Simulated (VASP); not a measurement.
# KBr (Fm-3m) in VASP: a series of runs, part 2 of 2

VASP 6.6.1. The steps go on from the part before.

### Step 5. Single point, PBE-based screened hybrid with 40 % exact exchange

Input file POSCAR:

```
KBr
1.0
    0.0000000000      3.3024386828      3.3024386828
    3.3024386828      0.0000000000      3.3024386828
    3.3024386828      3.3024386828      0.0000000000
K Br
1 1
Direct
    0.0000000000      0.0000000000      0.0000000000
    0.5000000000      0.5000000000      0.5000000000
```

Input file INCAR.step1:

```
PREC = Accurate
ENCUT = 520
EDIFF = 1E-5
ISMEAR = 0
SIGMA = 0.01
LREAL = F
LASPH = T
NELM = 100
ALGO = Normal
ISIF = 2
LWAVE = T
LCHARG = F
GGA = PE
NBANDS = 15
```

Input file INCAR.step2:

```
PREC = Accurate
ENCUT = 520
EDIFF = 1E-6
ISMEAR = 0
SIGMA = 0.01
LREAL = F
LASPH = T
NELM = 100
ALGO = Normal
ISIF = 2
LWAVE = F
LCHARG = F
GGA = PE
LHFCALC = T
AEXX = 0.4
HFSCREEN = 0.2078
PRECFOCK = Normal
ISTART = 1
NBANDS = 15
```

Input file KPOINTS:

```
Automatic mesh
0
Gamma
  4 4 4
```

Potentials or basis: VASP PAW PBE potentials, release 64 (K_sv, Br).

The run is started by

```bash
$ cat potpaw_PBE.64/K_sv/POTCAR potpaw_PBE.64/Br/POTCAR > POTCAR
$ cp INCAR.step1 INCAR
$ mpirun -np 1 vasp_std > vasp.out
$ cp INCAR.step2 INCAR
$ mpirun -np 1 vasp_std > vasp.out
```

OUTCAR:

```text
PREC = Accurate
   ENCUT = 520
   EDIFF = 1E-6
   ISMEAR = 0
   LREAL = F
   LASPH = T
   NELM = 100
   ISIF = 2
   GGA = PE
   LHFCALC = T
   AEXX = 0.4
   HFSCREEN = 0.2078
   PRECFOCK = Normal
   ISTART = 1

 ion  position               nearest neighbor table
   1  0.000  0.000  0.000-
   2  0.500  0.500  0.500-

  LATTYP: Found a face centered cubic cell.
 ALAT       =     6.6048773656

  Lattice vectors:

 A1 = (   0.0000000000,   3.3024386828,   3.3024386828)
 A2 = (   3.3024386828,   0.0000000000,   3.3024386828)
 A3 = (   3.3024386828,   3.3024386828,   0.0000000000)

Analysis of symmetry for initial positions (statically):
=====================================================================
 Subroutine PRICEL returns:
 Original cell was already a primitive cell.

 Routine SETGRP: Setting up the symmetry group for a
 face centered cubic supercell.

 Subroutine GETGRP returns: Found 48 space group operations
 (whereof 48 operations were pure point group operations)
 out of a pool of 48 trial point group operations.

The static configuration has the point symmetry O_h .

Analysis of symmetry for dynamics (positions and initial velocities):
=====================================================================
 Subroutine PRICEL returns:
 Original cell was already a primitive cell.

 Routine SETGRP: Setting up the symmetry group for a
 face centered cubic supercell.

 Subroutine GETGRP returns: Found 48 space group operations
 (whereof 48 operations were pure point group operations)
 out of a pool of 48 trial point group operations.

The dynamic configuration has the point symmetry O_h .

 Subroutine INISYM returns: Found 48 space group operations
 (whereof 48 operations are pure point group operations),
 and found     1 'primitive' translations

----------------------------------------------------------------------------------------

[... 110 lines left out ...]
   ENCUTFOCK=  -1.0 apply spherical cutoff to Coloumb kernel
   IVDW    =     0    specifies the selected vdW correction
   LEPSILON=     F    determine dielectric tensor
   LRPA    =     F    only Hartree local field effects (RPA)
 non-spin polarized calculation
 Gauss-broadening in eV      SIGMA  =   0.01
  energy-cutoff  :      520.00
  volume of cell :       72.03
 maximum number of plane-waves:      1964
 NGX is ok and might be reduce to    36
  NGX = 28; NGY = 28; NGZ = 28

 number of electron      15.9999997 magnetization

 Free energy of the ion-electron system (eV)
  ---------------------------------------------------
  ext. energy  EPLUGINS =         0.00000000
  ---------------------------------------------------
  free energy    TOTEN  =        -7.76343916 eV

  energy without entropy =       -7.76343916  energy(sigma->0) =       -7.76343916

 E-fermi :  -3.0778     XC(G=0):  -5.4681

 val. band max:       -3.1598093514   @ k =   0.0000   0.0000   0.0000
 cond. band min:       3.1522674417   @ k =   0.0000   0.0000   0.0000
 fundamental gap:      6.3120767931
 Fermi energy:        -3.0778456686

 k-point     1 :       0.0000    0.0000    0.0000
  band No.  band energies     occupation
      1     -34.4259      2.00000
      2     -17.0893      2.00000
      3     -15.7372      2.00000
      4     -15.7372      2.00000
      5     -15.7372      2.00000
      6      -3.1598      2.00000
      7      -3.1598      2.00000
      8      -3.1598      2.00000
      9       3.1523      0.00000
     10       6.6296      0.00000
     11       6.6296      0.00000
     12       6.6296      0.00000
     13       7.6582      0.00000
     14       7.6582      0.00000
[... 113 lines left out ...]
      2     -17.0639      2.00000
      3     -15.8024      2.00000
      4     -15.8024      2.00000
      5     -15.6365      2.00000
      6      -3.7982      2.00000
      7      -3.7982      2.00000
      8      -3.7278      2.00000
      9       6.2522      0.00000
     10       6.2522      0.00000
     11       7.2442      0.00000
     12       8.2566      0.00000
     13       9.9068      0.00000
     14      10.4898      0.00000
     15      10.6973      0.00000

------------------------ aborting loop because EDIFF is reached ----------------------------------------

  FORCE on cell =-STRESS in cart. coord.  units (eV):
  Direction    XX          YY          ZZ          XY          YZ          ZX
  --------------------------------------------------------------------------------------
  -------------------------------------------------------------------------------------
  Total        0.1227566      0.1227566      0.1227566     -0.0000000      0.0000000      0.0000000
  in kB        2.7303674      2.7303674      2.7303674     -0.0000000      0.0000000      0.0000000
  external PRESSURE =       2.7303674 kB  Pullay stress =       0.0000000 kB

 VOLUME and BASIS-vectors are now :
 -----------------------------------------------------------------------------
  energy-cutoff  :      520.00
  volume of cell :       72.03
      direct lattice vectors                 reciprocal lattice vectors
     0.000000000  3.302438683  3.302438683    -0.151403265  0.151403265  0.151403265
     3.302438683  0.000000000  3.302438683     0.151403265 -0.151403265  0.151403265
     3.302438683  3.302438683  0.000000000     0.151403265  0.151403265 -0.151403265

 POSITION                                       TOTAL-FORCE (eV/Angst)
 -----------------------------------------------------------------------------------
      0.00000      0.00000      0.00000         0.000000      0.000000      0.000000
      3.30244      3.30244      3.30244        -0.000000     -0.000000     -0.000000
 -----------------------------------------------------------------------------------
    total drift:                               -0.000000     -0.000000     -0.000000

  FREE ENERGIE OF THE ION-ELECTRON SYSTEM (eV)
  ---------------------------------------------------
  free  energy   TOTEN  =        -7.7634391645 eV

  energy  without entropy=       -7.7634391645  energy(sigma->0) =       -7.76343916
```

OSZICAR.step1:

```text
N       E                     dE             d eps       ncg     rms          rms(c)
DAV:   1     0.106476385580E+03    0.10648E+03   -0.69306E+03   240   0.945E+02
DAV:   2     0.110103489020E+01   -0.10538E+03   -0.97169E+02   317   0.238E+02
DAV:   3    -0.605581268712E+01   -0.71568E+01   -0.71098E+01   318   0.541E+01
DAV:   4    -0.638608001629E+01   -0.33027E+00   -0.33014E+00   382   0.974E+00
DAV:   5    -0.638877932167E+01   -0.26993E-02   -0.26993E-02   311   0.101E+00    0.310E+00
DAV:   6    -0.621657851288E+01    0.17220E+00   -0.21971E-01   289   0.224E+00    0.226E+00
DAV:   7    -0.620536226386E+01    0.11216E-01   -0.10700E-01   324   0.175E+00    0.103E+00
DAV:   8    -0.621434970469E+01   -0.89874E-02   -0.11488E-02   263   0.791E-01    0.120E-01
DAV:   9    -0.621508948106E+01   -0.73978E-03   -0.73753E-04   303   0.163E-01    0.762E-02
DAV:  10    -0.621539521366E+01   -0.30573E-03   -0.31289E-04   247   0.101E-01    0.125E-02
DAV:  11    -0.621541138224E+01   -0.16169E-04   -0.26493E-05   297   0.285E-02    0.573E-03
DAV:  12    -0.621541304553E+01   -0.16633E-05   -0.40871E-06   183   0.132E-02
   1 F= -.62154130E+01 E0= -.62154130E+01  d E =-.263131E-16
```

Run time: 8.6 min. Hardware: 1 thread of Intel Xeon Platinum 8259CL at 2.50GHz (Skylake/Cascade Lake), shared host; peak memory 0.32 GiB.

Results:

| Property | Result |
| --- | --- |
| Free energy | -7.7634 eV |
| Pressure | 0.3 GPa |
| Band gap on the k mesh | 6.31 eV |

Caveat: the PAW data sets were made with another functional, which shifts forces and pressure a little.

### Step 6. Single point, PBE-based screened hybrid with 100 % exact exchange

POSCAR is that of step 5.

Input file INCAR.step1:

```
SYSTEM = KBr
ALGO = Normal ; EDIFF = 1E-5
ENCUT = 520 ; GGA = PE
ISIF = 2 ; ISMEAR = 0
LASPH = .TRUE. ; LCHARG = .FALSE.
LREAL = .FALSE. ; LWAVE = .TRUE.
NBANDS = 15 ; NELM = 60
PREC = Accurate ; SIGMA = 0.01
```

Input file INCAR.step2:

```
SYSTEM = KBr
AEXX = 1.0 ; AGGAC = 1.0
ALDAC = 1.0 ; ALGO = Normal
EDIFF = 1E-6 ; ENCUT = 520
GGA = PE ; HFSCREEN = 0.2078
ISIF = 2 ; ISMEAR = 0
ISTART = 1 ; LASPH = .TRUE.
LCHARG = .FALSE. ; LHFCALC = .TRUE.
LREAL = .FALSE. ; LWAVE = .FALSE.
NBANDS = 15 ; NELM = 60
PREC = Accurate ; PRECFOCK = Normal
SIGMA = 0.01
```

Input file KPOINTS:

```
k-points
0
G
  4 4 4
  0 0 0
```

Potentials or basis: VASP PAW PBE potentials, release 64 (K_sv, Br).

The run is started by

```bash
$ cat potpaw_PBE.64/K_sv/POTCAR potpaw_PBE.64/Br/POTCAR > POTCAR
$ cp INCAR.step1 INCAR
$ mpirun -np 1 vasp_std > vasp.out
$ cp INCAR.step2 INCAR
$ mpirun -np 1 vasp_std > vasp.out
```

OUTCAR:

```text
SYSTEM = KBr
   AEXX = 1.0
   EDIFF = 1E-6
   ENCUT = 520
   GGA = PE
   HFSCREEN = 0.2078
   ISIF = 2
   ISMEAR = 0
   ISTART = 1
   LASPH = .TRUE.
   LHFCALC = .TRUE.
   LREAL = .FALSE.
   NELM = 60
   PREC = Accurate
   PRECFOCK = Normal

 ion  position               nearest neighbor table
   1  0.000  0.000  0.000-
   2  0.500  0.500  0.500-

  LATTYP: Found a face centered cubic cell.
 ALAT       =     6.6048773656

  Lattice vectors:

 A1 = (   0.0000000000,   3.3024386828,   3.3024386828)
 A2 = (   3.3024386828,   0.0000000000,   3.3024386828)
 A3 = (   3.3024386828,   3.3024386828,   0.0000000000)

Analysis of symmetry for initial positions (statically):
=====================================================================
 Subroutine PRICEL returns:
 Original cell was already a primitive cell.

 Routine SETGRP: Setting up the symmetry group for a
 face centered cubic supercell.

 Subroutine GETGRP returns: Found 48 space group operations
[... 166 lines left out ...]
      1     -41.7537      2.00000
      2     -21.7042      2.00000
      3     -19.8103      2.00000
      4     -19.8103      2.00000
      5     -19.8103      2.00000
      6      -5.3995      2.00000
      7      -5.3995      2.00000
      8      -5.3995      2.00000
      9       3.8941      0.00000
     10       7.6899      0.00000
     11       7.6899      0.00000
     12       7.6899      0.00000
     13       9.0359      0.00000
     14       9.0359      0.00000
[... 113 lines left out ...]
      2     -21.6443      2.00000
      3     -19.8772      2.00000
      4     -19.8772      2.00000
      5     -19.7061      2.00000
      6      -6.0896      2.00000
      7      -6.0896      2.00000
      8      -5.9988      2.00000
      9       7.0755      0.00000
     10       7.0755      0.00000
     11       8.3217      0.00000
     12       9.6081      0.00000
     13      11.3967      0.00000
     14      12.5135      0.00000
     15      12.7480      0.00000

------------------------ aborting loop because EDIFF is reached ----------------------------------------

  FORCE on cell =-STRESS in cart. coord.  units (eV):
  Direction    XX          YY          ZZ          XY          YZ          ZX
  --------------------------------------------------------------------------------------
  -------------------------------------------------------------------------------------
  Total       -0.2079777     -0.2079777     -0.2079777      0.0000000     -0.0000000     -0.0000000
  in kB       -4.6258655     -4.6258655     -4.6258655      0.0000000     -0.0000000     -0.0000000
  external PRESSURE =      -4.6258655 kB  Pullay stress =       0.0000000 kB

 VOLUME and BASIS-vectors are now :
 -----------------------------------------------------------------------------
  energy-cutoff  :      520.00
  volume of cell :       72.03
      direct lattice vectors                 reciprocal lattice vectors
     0.000000000  3.302438683  3.302438683    -0.151403265  0.151403265  0.151403265
     3.302438683  0.000000000  3.302438683     0.151403265 -0.151403265  0.151403265
     3.302438683  3.302438683  0.000000000     0.151403265  0.151403265 -0.151403265

 POSITION                                       TOTAL-FORCE (eV/Angst)
 -----------------------------------------------------------------------------------
      0.00000      0.00000      0.00000        -0.000000      0.000000     -0.000000
      3.30244      3.30244      3.30244         0.000000     -0.000000      0.000000
 -----------------------------------------------------------------------------------
    total drift:                                0.000000      0.000000      0.000000

  FREE ENERGIE OF THE ION-ELECTRON SYSTEM (eV)
  ---------------------------------------------------
  free  energy   TOTEN  =       -10.2718352219 eV

  energy  without entropy=      -10.2718352219  energy(sigma->0) =      -10.27183522
```

Run time: 11 min. Hardware: 1 thread of Intel Xeon Platinum 8259CL at 2.50GHz (Skylake/Cascade Lake), shared host; peak memory 0.31 GiB.

Results:

```yaml
Free_energy: -10.2718 eV
Pressure: -0.5 GPa
Band_gap_on_the_k_mesh: 9.29 eV
```

Caveat: the PAW data sets were made with another functional, which shifts forces and pressure a little.

### Step 7. Overview

| level | grid for exact exchange (PRECFOCK) | share of exact exchange | screening parameter | gap on the mesh (eV) | pressure (GPa) |
| --- | --- | --- | --- | --- | --- |
| r2SCAN | - | - | - | 5.07 | 0.0 |
| HSE06 | Normal | 0.25 | 0.2079 1/Å | 5.59 | 0.4 |
| PBE-based global hybrid with 35 % exact exchange | Normal | 0.35 | - | 7.10 | 0.3 |
| PBE-based screened hybrid with 40 % exact exchange | Normal | 0.4 | 0.2078 1/Å | 6.31 | 0.3 |
| PBE-based screened hybrid with 100 % exact exchange | Normal | 1 | 0.2078 1/Å | 9.29 | -0.5 |

Alike in all rows: task single point; potentials or basis VASP PAW PBE potentials, release 64 (K_sv, Br); no spin polarisation; cell as given; k mesh 4 × 4 × 4; cutoff (eV) 520; smearing gaussian 0.01 eV.

On the cell as given the gap runs from 5.07 eV (r2SCAN) to 9.29 eV (PBE-based screened hybrid with 100 % exact exchange). The pressure there spans -0.5 GPa (PBE-based screened hybrid with 100 % exact exchange) to 0.4 GPa (HSE06); a positive pressure means that this level wants a larger cell, a negative one a smaller.

Caveats: the PAW data sets were made with another functional, which shifts forces and pressure a little.

Absolute energies hang on the potentials; compare differences alone.
